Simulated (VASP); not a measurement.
# MoSeS (l.A) in VASP: a series of runs

MoSeS (l.A) is run at these levels: LDA; tasks: single point.

All numbers are computed with VASP 6.6.1; they aren't measurements. Logs are shortened: lines on timing, memory, paths and dates and some standing lists are left out, and cuts for length are marked.

## Step 1: The cell of the first run

The cell holds a sheet with vacuum, 3 atoms: a = 3.240 Å, b = 3.240 Å, c = 17.200 Å, α = 90.00°, β = 90.00°, γ = 120.00°.

## Step 2: Single point, LDA

INCAR

```
PREC = Accurate ; ENCUT = 400
EDIFF = 1E-6 ; ISMEAR = 0
SIGMA = 0.03 ; LREAL = False
LASPH = True ; NELM = 120
ALGO = Normal ; ISIF = 2
LWAVE = False ; LCHARG = False
LDIPOL = True ; IDIPOL = 3
DIPOL = 0.5 0.5 0.499 ; GGA = CA
NBANDS = 20 ; GGA_COMPAT = False
NELMDL = -8
```

KPOINTS

```
Automatic mesh
0
Gamma
  12 12 1
```

POSCAR

```
MoSeS
1.0
    3.2400000000      0.0000000000      0.0000000000
   -1.6200000000      2.8059223083      0.0000000000
    0.0000000000      0.0000000000     17.2000000000
S Mo Se
1 1 1
Direct
    0.6666670000      0.3333330000      0.4069767442
    0.3333330000      0.6666670000      0.4959302326
    0.6666670000      0.3333330000      0.5930232558
```

Potentials or basis: VASP PAW LDA potentials, release 64 (S, Mo_sv, Se).

Command:

```sh
> cat potpaw_LDA.64/S/POTCAR potpaw_LDA.64/Mo_sv/POTCAR potpaw_LDA.64/Se/POTCAR > POTCAR
> mpirun -np 1 vasp_std > vasp.out
```

OUTCAR:

```text
PREC = Accurate
   ENCUT = 400
   EDIFF = 1E-6
   ISMEAR = 0
   LREAL = False
   LASPH = True
   NELM = 120
   ISIF = 2
   GGA = CA
   NELMDL = -8

 ion  position               nearest neighbor table
   1  0.667  0.333  0.407-   2 2.42   2 2.42   2 2.42
   2  0.333  0.667  0.496-   1 2.42   1 2.42   1 2.42   3 2.51   3 2.51   3 2.51
   3  0.667  0.333  0.593-   2 2.51   2 2.51   2 2.51

  LATTYP: Found a hexagonal cell.
 ALAT       =     3.2400000000
 C/A-ratio  =     5.3086419753

  Lattice vectors:

 A1 = (   3.2400000000,   0.0000000000,   0.0000000000)
 A2 = (  -1.6200000000,   2.8059223083,   0.0000000000)
 A3 = (   0.0000000000,   0.0000000000,  17.2000000000)

Analysis of symmetry for initial positions (statically):
=====================================================================
 Subroutine PRICEL returns:
 Original cell was already a primitive cell.

 Routine SETGRP: Setting up the symmetry group for a
 hexagonal supercell.

 Subroutine GETGRP returns: Found  6 space group operations
 (whereof  6 operations were pure point group operations)
 out of a pool of 24 trial point group operations.

The static configuration has the point symmetry C_3v.

Analysis of symmetry for dynamics (positions and initial velocities):
=====================================================================
 Subroutine PRICEL returns:
 Original cell was already a primitive cell.

 Routine SETGRP: Setting up the symmetry group for a
 hexagonal supercell.

 Subroutine GETGRP returns: Found  6 space group operations
 (whereof  6 operations were pure point group operations)
 out of a pool of 24 trial point group operations.

The dynamic configuration has the point symmetry C_3v.

 Subroutine INISYM returns: Found  6 space group operations
 (whereof  6 operations are pure point group operations),
 and found     1 'primitive' translations

----------------------------------------------------------------------------------------

                                     Primitive cell

  volume of cell :     156.3684

  direct lattice vectors                    reciprocal lattice vectors
     3.240000000  0.000000000  0.000000000     0.308641975  0.178194528  0.000000000
    -1.620000000  2.805922308  0.000000000     0.000000000  0.356389055  0.000000000
     0.000000000  0.000000000 17.200000000     0.000000000  0.000000000  0.058139535

  length of vectors
     3.240000000  3.240000000 17.200000000     0.356389055  0.356389055  0.058139535

  position of ions in fractional coordinates (direct lattice)
     0.666667000  0.333333000  0.406976744
     0.333333000  0.666667000  0.495930233
     0.666667000  0.333333000  0.593023256

  ion indices of the primitive-cell ions
   primitive index   ion index
                 1           1
                 2           2
                 3           3

----------------------------------------------------------------------------------------

 KPOINTS: Automatic mesh

Automatic generation of k-mesh.
 Grid dimensions read from file:
 generate k-points for:   12   12    1

 Generating k-lattice:

  Cartesian coordinates                     Fractional coordinates (reciprocal lattice)
     0.025720165  0.014849544  0.000000000     0.083333333  0.000000000  0.000000000
     0.000000000  0.029699088  0.000000000     0.000000000  0.083333333  0.000000000
     0.000000000  0.000000000  0.058139535     0.000000000  0.000000000  1.000000000

  Length of vectors
     0.029699088  0.029699088  0.058139535

  Shift w.r.t. Gamma in fractional coordinates (k-lattice)
     0.000000000  0.000000000  0.000000000

 Subroutine IBZKPT returns following result:
 ===========================================

 Found     19 irreducible k-points:

 Following reciprocal coordinates:
            Coordinates               Weight
  0.000000  0.000000  0.000000      1.000000
  0.083333  0.000000  0.000000      6.000000
  0.166667  0.000000  0.000000      6.000000
  0.250000  0.000000  0.000000      6.000000
  0.333333  0.000000  0.000000      6.000000
  0.416667  0.000000  0.000000      6.000000
[... 11 lines left out ...]
  0.333333  0.250000  0.000000     12.000000
  0.333333  0.333333  0.000000      2.000000
   k-points           NKPTS =     19   k-points in BZ     NKDIM =     19   number of bands    NBANDS=     20
   number of dos      NEDOS =    301   number of ions     NIONS =      3
   total plane-waves  NPLWV =  64512
   dimension x,y,z NGX =    24 NGY =   24 NGZ =  112
   dimension x,y,z NGXF=    48 NGYF=   48 NGZF=  224
   ions per type =               1   1   1
   NGX,Y,Z   is equivalent  to a cutoff of  12.31, 12.31, 10.83 a.u.
   NGXF,Y,Z  is equivalent  to a cutoff of  24.63, 24.63, 21.65 a.u.
 SYSTEM =  unknown system
   PREC   = accura    normal or accurate (medium, high low for compatibility)
   ISTART =      0    job   : 0-new  1-cont  2-samecut
   ICHARG =      2    charge: 1-file 2-atom 10-const
   ISPIN  =      1    spin polarized calculation?
   LNONCOLLINEAR =      F non collinear calculations
   LSORBIT =      F    spin-orbit coupling
   LASPH  =      T    aspherical Exc in radial PAW
   ENCUT  =  400.0 eV  29.40 Ry    5.42 a.u.   5.28  5.28 28.05*2*pi/ulx,y,z
   NELM   =    120;   NELMIN=  2; NELMDL= -8     # of ELM steps
   EDIFF  = 0.1E-05   stopping-criterion for ELM
   LREAL  =      F    real-space projection
   EDIFFG = 0.1E-04   stopping-criterion for IOM
   NSW    =      0    number of steps for IOM
   IBRION =     -1    ionic relax: 0-MD 1-quasi-New 2-CG
   NFREE  =      0    steps in history (QN), initial steepest desc. (CG)
   ISIF   =      2    stress and relaxation
   ISYM   =      2    0-nonsym 1-usesym 2-fastsym
   POTIM  = 0.5000    time-step for ionic-motion
   TEBEG  =    0.0;   TEEND  =   0.0 temperature during run
   PSTRESS=    0.0 pullay stress
   NELECT =      26.0000    total number of electrons
   NUPDOWN=      -1.0000    fix difference up-down
   EMIN   =  10.00;   EMAX   =-10.00  energy-range for DOS
   EFERMI =   0.00;   METHOD = LEGACY
   ISMEAR =     0;   SIGMA  =   0.03  broadening in eV -4-tet -1-fermi 0-gaus
   EFERMI_NEDOS =   21; number of points for ismear=-14 and -15
   IALGO  =     38    algorithm
   IMIX   =      4    mixing-type and parameters
     AMIX     =   0.40;   BMIX     =  1.00
     AMIX_MAG =   1.60;   BMIX_MAG =  1.00
  volume/ion in A,a.u.               =      52.12       351.74
  Fermi-wavevector in a.u.,A,eV,Ry     =   0.900222  1.701173 11.026155  0.810399
  Thomas-Fermi vector in A             =   2.023153
   LORBIT       =      0    0 simple, 1 ext, 2 COOP (PROOUT), +10 PAW based schemes
   GGA     = CA    functional components
   LHFCALC =     F    Hartree Fock is set to
   AEXX    =    0.0000 exact exchange contribution
   IVDW    =     0    specifies the selected vdW correction
   LEPSILON=     F    determine dielectric tensor
   LRPA    =     F    only Hartree local field effects (RPA)
 non-spin polarized calculation
 Gauss-broadening in eV      SIGMA  =   0.03
  energy-cutoff  :      400.00
  volume of cell :      156.37
 maximum number of plane-waves:      2861
 NGX is ok and might be reduce to    24
   NGX = 11   NGY = 11   NGZ = 57

 dipolmoment           0.000000      0.000000      0.000004 electrons x Angstroem

 number of electron      26.0000003 magnetization

 dipolmoment           0.000000      0.000000     -0.033181 electrons x Angstroem

 Free energy of the ion-electron system (eV)
  ---------------------------------------------------
  ext. energy  EPLUGINS =         0.00000000
  ---------------------------------------------------
  free energy    TOTEN  =       -23.37761079 eV

  energy without entropy =      -23.37761079  energy(sigma->0) =      -23.37761079

 E-fermi :  -1.1548     XC(G=0):  -4.6140

 val. band max:       -1.4647493866   @ k =   0.0000   0.0000   0.0000
 cond. band min:       0.1032207131   @ k =   0.3333   0.3333   0.0000
 fundamental gap:      1.5679700998
 Fermi energy:        -1.1548358790

 k-point     1 :       0.0000    0.0000    0.0000
  band No.  band energies     occupation
      1     -61.8972      2.00000
      2     -36.2540      2.00000
      3     -36.0479      2.00000
      4     -36.0478      2.00000
      5     -15.6974      2.00000
      6     -14.2841      2.00000
[... 12 lines left out ...]
     19       4.3711      0.00000
     20       4.6009      0.00000

 k-point     2 :       0.0833    0.0000    0.0000
  band No.  band energies     occupation
      1     -61.8952      2.00000
      2     -36.2496      2.00000
      3     -36.0701      2.00000
      4     -36.0531      2.00000
      5     -15.5988      2.00000
      6     -14.2362      2.00000
[... 12 lines left out ...]
     19       4.5360      0.00000
     20       4.9557      0.00000

 k-point     3 :       0.1667    0.0000    0.0000
  band No.  band energies     occupation
      1     -61.8895      2.00000
      2     -36.2376      2.00000
      3     -36.1297      2.00000
      4     -36.0667      2.00000
      5     -15.3174      2.00000
      6     -14.1001      2.00000
[... 12 lines left out ...]
     19       4.9202      0.00000
     20       5.5755      0.00000

 k-point     4 :       0.2500    0.0000    0.0000
  band No.  band energies     occupation
      1     -61.8818      2.00000
      2     -36.2210      2.00000
      3     -36.2098      2.00000
      4     -36.0853      2.00000
      5     -14.8985      2.00000
      6     -13.8988      2.00000
[... 314 lines left out ...]
 k-point    18 :       0.3333    0.2500    0.0000
  band No.  band energies     occupation
      1     -61.8635      2.00000
      2     -36.3128      2.00000
      3     -36.2142      2.00000
      4     -36.1819      2.00000
      5     -13.6997      2.00000
      6     -13.2816      2.00000
[... 12 lines left out ...]
     19       6.4184      0.00000
     20       7.5181      0.00000

 k-point    19 :       0.3333    0.3333    0.0000
  band No.  band energies     occupation
      1     -61.8625      2.00000
      2     -36.2894      2.00000
      3     -36.2507      2.00000
      4     -36.1795      2.00000
      5     -13.6256      2.00000
      6     -13.2342      2.00000
[... 12 lines left out ...]
     19       5.7046      0.00000
     20       7.8581      0.00000

------------------------ aborting loop because EDIFF is reached ----------------------------------------

 vacuum level on the upper side and lower side of the slab       (xc-potential included)        -0.380         0.205

  FORCE on cell =-STRESS in cart. coord.  units (eV):
  Direction    XX          YY          ZZ          XY          YZ          ZX
  --------------------------------------------------------------------------------------
  -------------------------------------------------------------------------------------
  Total       -1.8832820     -1.8832820     -0.8610379     -0.0000000      0.0000000      0.0000000
  in kB      -19.2964239    -19.2964239     -8.8223387     -0.0000000      0.0000000      0.0000000
  external PRESSURE =     -15.8050622 kB  Pullay stress =       0.0000000 kB

 VOLUME and BASIS-vectors are now :
 -----------------------------------------------------------------------------
  energy-cutoff  :      400.00
  volume of cell :      156.37
      direct lattice vectors                 reciprocal lattice vectors
     3.240000000  0.000000000  0.000000000     0.308641975  0.178194528  0.000000000
    -1.620000000  2.805922308  0.000000000     0.000000000  0.356389055  0.000000000
     0.000000000  0.000000000 17.200000000     0.000000000  0.000000000  0.058139535

 POSITION                                       TOTAL-FORCE (eV/Angst)
 -----------------------------------------------------------------------------------
      1.62000      0.93531      7.00000         0.000000     -0.000000      0.495912
     -0.00000      1.87062      8.53000        -0.000000      0.000000     -0.491509
      1.62000      0.93531     10.20000        -0.000000     -0.000000     -0.004404
 -----------------------------------------------------------------------------------
    total drift:                                0.001608     -0.000928     -0.000516

  FREE ENERGIE OF THE ION-ELECTRON SYSTEM (eV)
  ---------------------------------------------------
  free  energy   TOTEN  =       -23.3776107906 eV

  energy  without entropy=      -23.3776107906  energy(sigma->0) =      -23.37761079

 vacuum level on the upper side and lower side of the slab         4.118         4.743
```

Run time: 52 s. Hardware: 1 thread of Intel Xeon 6975P-C, shared host; peak memory 0.22 GiB.

Results:

```yaml
Free_energy: -23.3776 eV
Largest_force: 0.496 eV/Å
Band_gap_on_the_k_mesh: 1.57 eV, indirect (least direct gap 1.58 eV)
```

Forces in eV/Å, atoms in the order of the input:
```
S    0.000  0.000  0.496
Mo   0.000  0.000 -0.492
Se   0.000  0.000 -0.004
```

## Step 3: Single point, LDA

This run uses another cell than the first one, of 88.23 Å³/atom, 1.693 times its volume.

INCAR

```
ALGO     = Normal         # electronic algorithm
DIPOL    = 0.5 0.5 0.284
EDIFF    = 1E-6           # SCF threshold, eV
ENCUT    = 400            # plane-wave cutoff, eV
GGA_COMPAT= F            
IDIPOL   = 3            
ISIF     = 2              # what is computed and relaxed
ISMEAR   = 0              # smearing method
LASPH    = T              # aspherical terms in the spheres
LCHARG   = F              # write CHGCAR
LDIPOL   = T            
LREAL    = F              # projectors in reciprocal space
LWAVE    = F              # write WAVECAR
NBANDS   = 20             # bands
NELM     = 120            # most SCF steps
NELMDL   = -8           
PREC     = Accurate       # precision mode
SIGMA    = 0.03           # smearing width, eV
```

KPOINTS

```
k-points
0
Gamma
  12 12 1
```

POSCAR

```
MoSeS
1.0
    3.1813235879      0.0000000000      0.0000000000
   -1.5906617940      2.7551070448      0.0000000000
    0.0000000000      0.0000000000     30.1999999990
S Mo Se
1 1 1
Direct
    0.6666666667      0.3333333333      0.2318149852
    0.3333333333      0.6666666667      0.2821044642
    0.6666666667      0.3333333333      0.3380673056
```

Potentials or basis: VASP PAW LDA potentials, release 64 (S, Mo_sv, Se).

Command:

```sh
> cat potpaw_LDA.64/S/POTCAR potpaw_LDA.64/Mo_sv/POTCAR potpaw_LDA.64/Se/POTCAR > POTCAR
> mpirun -np 1 vasp_std > vasp.out
```

OUTCAR:

```text
EDIFF = 1E-6
   ENCUT = 400
   ISIF = 2
   ISMEAR = 0
   LASPH = T
   LREAL = F
   NELM = 120
   NELMDL = -8
   PREC = Accurate

 ion  position               nearest neighbor table
   1  0.667  0.333  0.232-   2 2.38   2 2.38   2 2.38
   2  0.333  0.667  0.282-   1 2.38   1 2.38   1 2.38   3 2.50   3 2.50   3 2.50
   3  0.667  0.333  0.338-   2 2.50   2 2.50   2 2.50

  LATTYP: Found a hexagonal cell.
 ALAT       =     3.1813235879
 C/A-ratio  =     9.4929041842

  Lattice vectors:

[... 624 lines left out ...]

  FORCE on cell =-STRESS in cart. coord.  units (eV):
  Direction    XX          YY          ZZ          XY          YZ          ZX
  --------------------------------------------------------------------------------------
  -------------------------------------------------------------------------------------
  Total        0.0443781      0.0443781      0.0721099     -0.0000000     -0.0000000      0.0000000
  in kB        0.2686125      0.2686125      0.4364680     -0.0000000     -0.0000000      0.0000000
  external PRESSURE =       0.3245643 kB  Pullay stress =       0.0000000 kB

 VOLUME and BASIS-vectors are now :
 -----------------------------------------------------------------------------
  energy-cutoff  :      400.00
  volume of cell :      264.70
      direct lattice vectors                 reciprocal lattice vectors
     3.181323588  0.000000000  0.000000000     0.314334576  0.181481152  0.000000000
    -1.590661794  2.755107045  0.000000000     0.000000000  0.362962304  0.000000000
     0.000000000  0.000000000 30.199999999     0.000000000  0.000000000  0.033112583

 POSITION                                       TOTAL-FORCE (eV/Angst)
 -----------------------------------------------------------------------------------
      1.59066      0.91837      7.00081         0.000000      0.000000     -0.020549
     -0.00000      1.83674      8.51955        -0.000000      0.000000     -0.060249
      1.59066      0.91837     10.20963         0.000000     -0.000000      0.080799
 -----------------------------------------------------------------------------------
    total drift:                               -0.000000     -0.000000      0.000831

  FREE ENERGIE OF THE ION-ELECTRON SYSTEM (eV)
  ---------------------------------------------------
  free  energy   TOTEN  =       -23.4122097254 eV

  energy  without entropy=      -23.4122097254  energy(sigma->0) =      -23.41220973

 vacuum level on the upper side and lower side of the slab         2.267         2.965
```

OSZICAR:

```text
N       E                     dE             d eps       ncg     rms          rms(c)
DAV:   1     0.129440453305E+03    0.12944E+03   -0.11648E+04  1056   0.794E+02
DAV:   2    -0.142941249360E+02   -0.14373E+03   -0.14001E+03  1084   0.191E+02
DAV:   3    -0.245163764440E+02   -0.10222E+02   -0.10163E+02   980   0.483E+01
DAV:   4    -0.246656722020E+02   -0.14930E+00   -0.14903E+00   948   0.651E+00
[... 19 lines left out ...]
DAV:  24    -0.234122020432E+02   -0.35858E-05   -0.13866E-07   732   0.123E-03    0.782E-04
DAV:  25    -0.234122055142E+02   -0.34710E-05   -0.50651E-08   592   0.741E-04    0.222E-04
DAV:  26    -0.234122081557E+02   -0.26415E-05   -0.63522E-08   640   0.597E-04    0.445E-04
DAV:  27    -0.234122091611E+02   -0.10054E-05   -0.14203E-08   556   0.451E-04    0.223E-04
DAV:  28    -0.234122097254E+02   -0.56430E-06   -0.63927E-09   528   0.291E-04
   1 F= -.23412210E+02 E0= -.23412210E+02  d E =-.398236E-15
```

Run time: 1.8 min. Hardware: 1 thread of Intel Xeon 6975P-C, shared host; peak memory 0.3 GiB.

What came out:

- Free energy: -23.4122 eV
- Largest force: 0.081 eV/Å
- Band gap on the k mesh: 1.76 eV, direct

Forces in eV/Å, atoms in the order of the input:
```
S    0.000  0.000 -0.021
Mo   0.000  0.000 -0.060
Se   0.000  0.000  0.081
```
